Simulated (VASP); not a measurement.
# WSe2 in VASP: further runs

The runs below take WSe2 through single point, with PBEsol.

Program: VASP 6.6.1. These are calculated values, not measurements. Logs are shortened: lines on timing, memory, paths and dates and some standing lists are left out, and cuts for length are marked.

**1. The cell of the first run**

The cell holds a slab with vacuum, 3 atoms: a = 3.314 Å, b = 3.314 Å, c = 16.661 Å, α = 90.00°, β = 90.00°, γ = 120.00°.

**2. Single point, PBEsol**

File INCAR:

```
PREC = Accurate
ENCUT = 520
EDIFF = 1E-7
ISMEAR = 0
SIGMA = 0.05
LREAL = F
LASPH = T
NELM = 80
ALGO = Normal
ISIF = 2
LWAVE = F
LCHARG = T
GGA = PS
LELF = T
LVHAR = T
NBANDS = 20
```

File KPOINTS:

```
regular mesh
0
Gamma
  9 9 2
```

File POSCAR:

```
WSe2
1.0
    3.3137062657      0.0000000000      0.0000000000
   -1.6568531328      2.8697538067      0.0000000000
    0.0000000000      0.0000000000     16.6611439352
W Se
1 2
Direct
    0.0000000000      0.0000000000     -0.0030938842
    0.3333333333      0.6666666667      0.1040002956
    0.3333333333      0.6666666667      0.9032020910
```

Potentials or basis: VASP PAW PBE potentials, release 64 (W_sv, Se).

Run with:

```console
cat potpaw_PBE.64/W_sv/POTCAR potpaw_PBE.64/Se/POTCAR > POTCAR
mpirun -np 1 vasp_std > vasp.out
```

OUTCAR:

```text
PREC = Accurate
   ENCUT = 520
   EDIFF = 1E-7
   ISMEAR = 0
   LREAL = F
   LASPH = T
   NELM = 80
   ISIF = 2
   GGA = PS

 ion  position               nearest neighbor table
   1  0.000  0.000  0.997-   3 2.47   3 2.47   3 2.47   2 2.62   2 2.62   2 2.62
   2  0.333  0.667  0.104-   1 2.62   1 2.62   1 2.62
   3  0.333  0.667  0.903-   1 2.47   1 2.47   1 2.47

  LATTYP: Found a hexagonal cell.
 ALAT       =     3.3137062657
 C/A-ratio  =     5.0279483452

  Lattice vectors:

 A1 = (   3.3137062657,   0.0000000000,   0.0000000000)
 A2 = (  -1.6568531328,   2.8697538067,   0.0000000000)
 A3 = (   0.0000000000,   0.0000000000,  16.6611439352)

Analysis of symmetry for initial positions (statically):
=====================================================================
 Subroutine PRICEL returns:
 Original cell was already a primitive cell.

 Routine SETGRP: Setting up the symmetry group for a
 hexagonal supercell.

 Subroutine GETGRP returns: Found  6 space group operations
 (whereof  6 operations were pure point group operations)
 out of a pool of 24 trial point group operations.

The static configuration has the point symmetry C_3v.

Analysis of symmetry for dynamics (positions and initial velocities):
=====================================================================
 Subroutine PRICEL returns:
 Original cell was already a primitive cell.

 Routine SETGRP: Setting up the symmetry group for a
 hexagonal supercell.

 Subroutine GETGRP returns: Found  6 space group operations
 (whereof  6 operations were pure point group operations)
 out of a pool of 24 trial point group operations.

The dynamic configuration has the point symmetry C_3v.

 Subroutine INISYM returns: Found  6 space group operations
 (whereof  6 operations are pure point group operations),
 and found     1 'primitive' translations

----------------------------------------------------------------------------------------

                                     Primitive cell

  volume of cell :     158.4395

  direct lattice vectors                    reciprocal lattice vectors
     3.313706266  0.000000000  0.000000000     0.301776899  0.174230974  0.000000000
    -1.656853133  2.869753807  0.000000000     0.000000000  0.348461947  0.000000000
[... 82 lines left out ...]
   LSORBIT =      F    spin-orbit coupling
   LASPH  =      T    aspherical Exc in radial PAW
   ENCUT  =  520.0 eV  38.22 Ry    6.18 a.u.   6.16  6.16 30.98*2*pi/ulx,y,z
   NELM   =     80;   NELMIN=  2; NELMDL= -5     # of ELM steps
   EDIFF  = 0.1E-06   stopping-criterion for ELM
   LREAL  =      F    real-space projection
   EDIFFG = 0.1E-05   stopping-criterion for IOM
   NSW    =      0    number of steps for IOM
   IBRION =     -1    ionic relax: 0-MD 1-quasi-New 2-CG
   NFREE  =      0    steps in history (QN), initial steepest desc. (CG)
   ISIF   =      2    stress and relaxation
   ISYM   =      2    0-nonsym 1-usesym 2-fastsym
   POTIM  = 0.5000    time-step for ionic-motion
   TEBEG  =    0.0;   TEEND  =   0.0 temperature during run
   PSTRESS=    0.0 pullay stress
   NELECT =      26.0000    total number of electrons
   NUPDOWN=      -1.0000    fix difference up-down
   EMIN   =  10.00;   EMAX   =-10.00  energy-range for DOS
   EFERMI =   0.00;   METHOD = LEGACY
   ISMEAR =     0;   SIGMA  =   0.05  broadening in eV -4-tet -1-fermi 0-gaus
   EFERMI_NEDOS =   21; number of points for ismear=-14 and -15
   IALGO  =     38    algorithm
   IMIX   =      4    mixing-type and parameters
     AMIX     =   0.40;   BMIX     =  1.00
     AMIX_MAG =   1.60;   BMIX_MAG =  1.00
  volume/ion in A,a.u.               =      52.81       356.40
  Fermi-wavevector in a.u.,A,eV,Ry     =   0.896282  1.693728 10.929857  0.803322
  Thomas-Fermi vector in A             =   2.018721
   LORBIT       =      0    0 simple, 1 ext, 2 COOP (PROOUT), +10 PAW based schemes
   GGA     = PS    functional components
   LHFCALC =     F    Hartree Fock is set to
   AEXX    =    0.0000 exact exchange contribution
   IVDW    =     0    specifies the selected vdW correction
   LEPSILON=     F    determine dielectric tensor
   LRPA    =     F    only Hartree local field effects (RPA)
 non-spin polarized calculation
 Gauss-broadening in eV      SIGMA  =   0.05
  energy-cutoff  :      520.00
  volume of cell :      158.44
 maximum number of plane-waves:      4298
 NGX is ok and might be reduce to    28
   NGX = 13   NGY = 13   NGZ = 61

 number of electron      26.0000002 magnetization

 Free energy of the ion-electron system (eV)
  ---------------------------------------------------
  ext. energy  EPLUGINS =         0.00000000
  ---------------------------------------------------
  free energy    TOTEN  =       -23.04428542 eV

  energy without entropy =      -23.04428542  energy(sigma->0) =      -23.04428542

 E-fermi :  -0.7616     XC(G=0):  -4.7905

 val. band max:       -1.0133457369   @ k =   0.3333   0.3333   0.0000
 cond. band min:       0.5439535580   @ k =   0.3333   0.3333   0.5000
 fundamental gap:      1.5572992949
 Fermi energy:        -0.7616329620

 k-point     1 :       0.0000    0.0000    0.0000
  band No.  band energies     occupation
      1     -74.9619      2.00000
      2     -39.1979      2.00000
      3     -39.0858      2.00000
      4     -39.0858      2.00000
      5     -15.7106      2.00000
      6     -14.4031      2.00000
[... 541 lines left out ...]
     19       5.4370      0.00000
     20       7.7628      0.00000

------------------------ aborting loop because EDIFF is reached ----------------------------------------

  FORCE on cell =-STRESS in cart. coord.  units (eV):
  Direction    XX          YY          ZZ          XY          YZ          ZX
  --------------------------------------------------------------------------------------
  -------------------------------------------------------------------------------------
  Total       -0.9351779     -0.9351779     -0.4450863     -0.0000000      0.0000000     -0.0000000
  in kB       -9.4567377     -9.4567377     -4.5008170     -0.0000000      0.0000000     -0.0000000
  external PRESSURE =      -7.8047641 kB  Pullay stress =       0.0000000 kB

 VOLUME and BASIS-vectors are now :
 -----------------------------------------------------------------------------
  energy-cutoff  :      520.00
  volume of cell :      158.44
      direct lattice vectors                 reciprocal lattice vectors
     3.313706266  0.000000000  0.000000000     0.301776899  0.174230974  0.000000000
    -1.656853133  2.869753807  0.000000000     0.000000000  0.348461947  0.000000000
     0.000000000  0.000000000 16.661143935     0.000000000  0.000000000  0.060019888

 POSITION                                       TOTAL-FORCE (eV/Angst)
 -----------------------------------------------------------------------------------
      0.00000      0.00000     16.60960        -0.000000      0.000000      3.121695
     -0.00000      1.91317      1.73276        -0.000000      0.000000     -1.586263
     -0.00000      1.91317     15.04838         0.000000     -0.000000     -1.535431
 -----------------------------------------------------------------------------------
    total drift:                                0.000000     -0.000000      0.000182

  FREE ENERGIE OF THE ION-ELECTRON SYSTEM (eV)
  ---------------------------------------------------
  free  energy   TOTEN  =       -23.0442854234 eV

  energy  without entropy=      -23.0442854234  energy(sigma->0) =      -23.04428542
```

stdout:

```text
POSCAR found type information on POSCAR W Se
 POSCAR found :  2 types and       3 ions
 scaLAPACK will be used
 -----------------------------------------------------------------------------
|                                                                             |
|                                                                             |
|     You enforced a specific xc type in the INCAR file but a different       |
|     I HOPE YOU KNOW WHAT YOU ARE DOING!                                     |
|                                                                             |
 -----------------------------------------------------------------------------

 LDA part: xc-table for (Slater+PW92), standard interpolation
 POSCAR, INCAR and KPOINTS ok, starting setup
 FFT: planning ... GRIDC
 FFT: planning ... GRID_SOFT
 FFT: planning ... GRID
 WAVECAR not read
 entering main loop
```

Wall time 1.8 min (1 thread of Intel Xeon Platinum 8488C (Sapphire Rapids), shared host); peak memory 0.33 GiB.

What came out:

| Item | Value |
| --- | --- |
| Free energy | -23.0443 eV |
| Largest force | 3.122 eV/Å |
| Band gap on the k mesh | 1.56 eV, direct |

Forces in eV/Å, atoms in the order of the input:
```
W    0.000  0.000  3.122
Se   0.000  0.000 -1.586
Se   0.000  0.000 -1.535
```

Caveat: the PAW data sets were made with another functional, which shifts forces and pressure a little; spin-orbit coupling is left out, which moves the levels of the heavy elements.

**3. Single point, PBEsol**

File INCAR:

```
PREC = Accurate
ENCUT = 520
EDIFF = 1E-6
ISMEAR = 0
SIGMA = 0.05
LREAL = False
LASPH = True
NELM = 80
ALGO = Normal
ISIF = 2
LWAVE = False
LCHARG = False
GGA = PS
NBANDS = 20
```

KPOINTS is that of step 2.

File POSCAR:

```
WSe2
1.0
    3.3137062657      0.0000000000      0.0000000000
   -1.6568531328      2.8697538067      0.0000000000
    0.0000000000      0.0000000000     16.6611439352
W Se
1 2
Direct
    0.0000000000      0.0000000000     -0.0010312947
    0.3333333333      0.6666666667      0.1015995001
    0.3333333333      0.6666666667      0.9008012955
```

Potentials or basis: VASP PAW PBE potentials, release 64 (W_sv, Se).

Run with:

```console
cat potpaw_PBE.64/W_sv/POTCAR potpaw_PBE.64/Se/POTCAR > POTCAR
mpirun -np 1 vasp_std > vasp.out
```

Run time: 98 s. Hardware: 1 thread of Intel Xeon Platinum 8488C (Sapphire Rapids), shared host; peak memory 0.32 GiB.

Results (log left out):

```
Free energy            : -23.1994 eV
Largest force          : 1.045 eV/Å
Band gap on the k mesh : 1.55 eV, direct
```

Forces in eV/Å, atoms in the order of the input:
```
W    0.000  0.000  1.045
Se   0.000  0.000 -0.727
Se   0.000  0.000 -0.317
```

Levels at points of the mesh, in eV from the valence-band top:
```csv
k point,band 9,band 10,band 11,band 12,band 13,band 14,band 15,band 16,band 17,band 18
"(0.00, 0.00, 0.00)",-2.37,-2.13,-1.21,-1.21,-0.28,2.89,2.89,3.19,3.19,4.28
"(0.00, 0.00, 0.50)",-2.37,-2.13,-1.21,-1.21,-0.28,2.89,2.89,3.19,3.19,4.34
```

Caveat: the PAW data sets were made with another functional, which shifts forces and pressure a little; spin-orbit coupling is left out, which moves the levels of the heavy elements.

**4. Single point, PBEsol**

File INCAR:

```
SYSTEM = WSe2
PREC = Accurate
ENCUT = 520
EDIFF = 1E-6
ISMEAR = 0
SIGMA = 0.05
LREAL = .False.
LASPH = .True.
NELM = 100
ALGO = Normal
ISIF = 2
LWAVE = .False.
LCHARG = .False.
GGA = PS
NBANDS = 20
```

File KPOINTS:

```
Automatic mesh
0
Gamma
  9 9 2
  0 0 0
```

File POSCAR:

```
WSe2
1.0
    3.3137062657      0.0000000000      0.0000000000
   -1.6568531328      2.8697538067      0.0000000000
    0.0000000000      0.0000000000     16.6611439352
W Se
1 2
Direct
    0.0000000000      0.0000000000     -0.0020625895
    0.3333333333      0.6666666667      0.1027998978
    0.3333333333      0.6666666667      0.9020016932
```

Potentials or basis: VASP PAW PBE potentials, release 64 (W_sv, Se).

Run with:

```console
cat potpaw_PBE.64/W_sv/POTCAR potpaw_PBE.64/Se/POTCAR > POTCAR
mpirun -np 1 vasp_std > vasp.out
```

OUTCAR:

```text
SYSTEM = WSe2
   PREC = Accurate
   ENCUT = 520
   EDIFF = 1E-6
   ISMEAR = 0
   LREAL = .False.
   LASPH = .True.
   NELM = 100
   ISIF = 2
   GGA = PS

 ion  position               nearest neighbor table
   1  0.000  0.000  0.998-   3 2.49   3 2.49   3 2.49   2 2.59   2 2.59   2 2.59
   2  0.333  0.667  0.103-   1 2.59   1 2.59   1 2.59
   3  0.333  0.667  0.902-   1 2.49   1 2.49   1 2.49

  LATTYP: Found a hexagonal cell.
 ALAT       =     3.3137062657
 C/A-ratio  =     5.0279483452

  Lattice vectors:

 A1 = (   3.3137062657,   0.0000000000,   0.0000000000)
 A2 = (  -1.6568531328,   2.8697538067,   0.0000000000)
 A3 = (   0.0000000000,   0.0000000000,  16.6611439352)

Analysis of symmetry for initial positions (statically):
=====================================================================
 Subroutine PRICEL returns:
 Original cell was already a primitive cell.

 Routine SETGRP: Setting up the symmetry group for a
 hexagonal supercell.

 Subroutine GETGRP returns: Found  6 space group operations
 (whereof  6 operations were pure point group operations)
 out of a pool of 24 trial point group operations.

[... 160 lines left out ...]
  free energy    TOTEN  =       -23.14113945 eV

  energy without entropy =      -23.14113945  energy(sigma->0) =      -23.14113945

 E-fermi :  -0.5145     XC(G=0):  -4.7948

 val. band max:       -0.9762719211   @ k =   0.3333   0.3333   0.0000
 cond. band min:       0.5772259692   @ k =   0.3333   0.3333   0.5000
 fundamental gap:      1.5534978903
 Fermi energy:        -0.5144538394

 k-point     1 :       0.0000    0.0000    0.0000
  band No.  band energies     occupation
      1     -74.9599      2.00000
      2     -39.1920      2.00000
      3     -39.0798      2.00000
      4     -39.0798      2.00000
      5     -15.6906      2.00000
      6     -14.4066      2.00000
[... 541 lines left out ...]
     19       5.4425      0.00000
     20       7.7423      0.00000

------------------------ aborting loop because EDIFF is reached ----------------------------------------

  FORCE on cell =-STRESS in cart. coord.  units (eV):
  Direction    XX          YY          ZZ          XY          YZ          ZX
  --------------------------------------------------------------------------------------
  -------------------------------------------------------------------------------------
  Total       -1.1703317     -1.1703317     -0.6247890     -0.0000000      0.0000000     -0.0000000
  in kB      -11.8346687    -11.8346687     -6.3180129     -0.0000000      0.0000000     -0.0000000
  external PRESSURE =      -9.9957834 kB  Pullay stress =       0.0000000 kB

 VOLUME and BASIS-vectors are now :
 -----------------------------------------------------------------------------
  energy-cutoff  :      520.00
  volume of cell :      158.44
      direct lattice vectors                 reciprocal lattice vectors
     3.313706266  0.000000000  0.000000000     0.301776899  0.174230974  0.000000000
    -1.656853133  2.869753807  0.000000000     0.000000000  0.348461947  0.000000000
     0.000000000  0.000000000 16.661143935     0.000000000  0.000000000  0.060019888

 POSITION                                       TOTAL-FORCE (eV/Angst)
 -----------------------------------------------------------------------------------
      0.00000      0.00000     16.62678         0.000000     -0.000000      2.086645
     -0.00000      1.91317      1.71276        -0.000000      0.000000     -1.180509
     -0.00000      1.91317     15.02838         0.000000     -0.000000     -0.906136
 -----------------------------------------------------------------------------------
    total drift:                                0.000000     -0.000000      0.000026

  FREE ENERGIE OF THE ION-ELECTRON SYSTEM (eV)
  ---------------------------------------------------
  free  energy   TOTEN  =       -23.1411394509 eV

  energy  without entropy=      -23.1411394509  energy(sigma->0) =      -23.14113945
```

Run time: 1.7 min. Hardware: 1 thread of Intel Xeon Platinum 8488C (Sapphire Rapids), shared host; peak memory 0.32 GiB.

What came out:

```
Free energy            : -23.1411 eV
Largest force          : 2.087 eV/Å
Band gap on the k mesh : 1.55 eV, direct
```

Forces in eV/Å, atoms in the order of the input:
```
W    0.000  0.000  2.087
Se   0.000  0.000 -1.181
Se   0.000  0.000 -0.906
```

Caveat: the PAW data sets were made with another functional, which shifts forces and pressure a little; spin-orbit coupling is left out, which moves the levels of the heavy elements.
